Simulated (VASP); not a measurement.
A run of VASP 6.6.1 is set up as follows.

Contents of POSCAR:

```
BP
1.0
    0.0000000000      2.2690000000      2.2690000000
    2.2690000000      0.0000000000      2.2690000000
    2.2690000000      2.2690000000      0.0000000000
P B
1 1
Direct
    0.7500000000      0.7500000000      0.7500000000
    0.0000000000      0.0000000000      0.0000000000
```

INCAR.step1

```
ALGO = Normal ; EDIFF = 1E-4
ENCUT = 600 ; GGA = PE
ISMEAR = -1 ; LASPH = True
LCHARG = False ; LREAL = False
LWAVE = True ; NELM = 100
PREC = Accurate ; SIGMA = 0.05
```

Contents of INCAR.step2:

```
ALGO = Normal ; EDIFF = 1E-6
EDIFFG = -0.01 ; ENCUT = 600
IBRION = 2 ; ISIF = 3
ISMEAR = -1 ; ISTART = 1
LASPH = True ; LCHARG = False
LMIXTAU = True ; LREAL = False
LWAVE = False ; METAGGA = R2SCAN
NELM = 100 ; NSW = 60
PREC = Accurate ; SIGMA = 0.05
```

The input KPOINTS:

```
k-points
0
Gamma
  10 10 10
```

Potentials or basis: VASP PAW PBE potentials, release 64 (P, B).

Command:

```sh
$ cat potpaw_PBE.64/P/POTCAR potpaw_PBE.64/B/POTCAR > POTCAR
$ cp INCAR.step1 INCAR
$ mpirun -np 1 vasp_std > vasp.out
$ cp INCAR.step2 INCAR
$ mpirun -np 1 vasp_std > vasp.out
```

Estimate the relaxed cell.

a = 3.205 Å, b = 3.205 Å, c = 3.205 Å, α = 60.00°, β = 60.00°, γ = 60.00°.

Estimate the space group after relaxing (to 0.05 Å).

F-43m (No. 216).

What does it give for the relaxed volume?

11.64 Å³/atom.

The path:
| step | energy change (eV) | largest force (eV/Å) | pressure (GPa) | volume (Å³) |
| --- | --- | --- | --- | --- |
| 1 | 0.0000 | 0.0000 | -0.66 | 23.36 |
| 2 | -0.0001 | 0.0000 | 0.53 | 23.20 |
| 3 | -0.0002 | 0.0000 | 0.01 | 23.27 |

Caveat: the PAW data sets were made with another functional, which shifts forces and pressure a little.
